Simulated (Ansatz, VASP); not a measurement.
**CO: VASP beside Ansatz**

```
CELL_PARAMETERS angstrom
9.10173 0.00000 0.00000
0.00000 9.10173 0.00000
0.00000 0.00000 9.10173
ATOMIC_POSITIONS crystal
O 0.07268 0.99893 0.12685
O 0.89585 0.27382 0.89277
O 0.75019 0.60871 0.77134
O 0.71075 0.04069 0.55184
O 0.61823 0.80925 0.05180
O 0.27897 0.41910 0.87949
O 0.07539 0.16953 0.58346
O 0.19166 0.62986 0.62543
O 0.69295 0.38933 0.33240
O 0.15318 0.87998 0.49777
C 0.07432 0.10365 0.19760
C 0.93419 0.16468 0.94369
C 0.75703 0.57510 0.64969
C 0.70599 0.05112 0.42597
C 0.72230 0.84773 0.99128
C 0.29418 0.39938 0.75558
C 0.97114 0.22685 0.54082
C 0.29396 0.61926 0.55197
C 0.78069 0.46527 0.38250
C 0.23989 0.93965 0.42781
```

Alike in both runs: task relaxation of the atoms; functional PBE; dispersion D3(BJ); k mesh 1 × 1 × 1; occupations fermi-dirac, width 0.02 eV; no spin polarisation.

|  | VASP | Ansatz |
| --- | --- | --- |
| version | VASP 6.6.1 | Ansatz 0.2.0 |
| potentials or method | VASP PAW PBE potentials, release 64 (O, C), cutoff 520 eV | scalar-relativistic, plane waves, PAW |
| valence electrons in the cell | 100 | 100 |

```tsv
	VASP	Ansatz	Ansatz less VASP
gap on the k mesh at the Fermi level, each at its own relaxed structure (eV)	5.65	6.16	+0.514
```

Ansatz's warnings: xc potential rough in thin density.

Noted on VASP's run: the standard files for N, O and F lose accuracy on very short bonds.
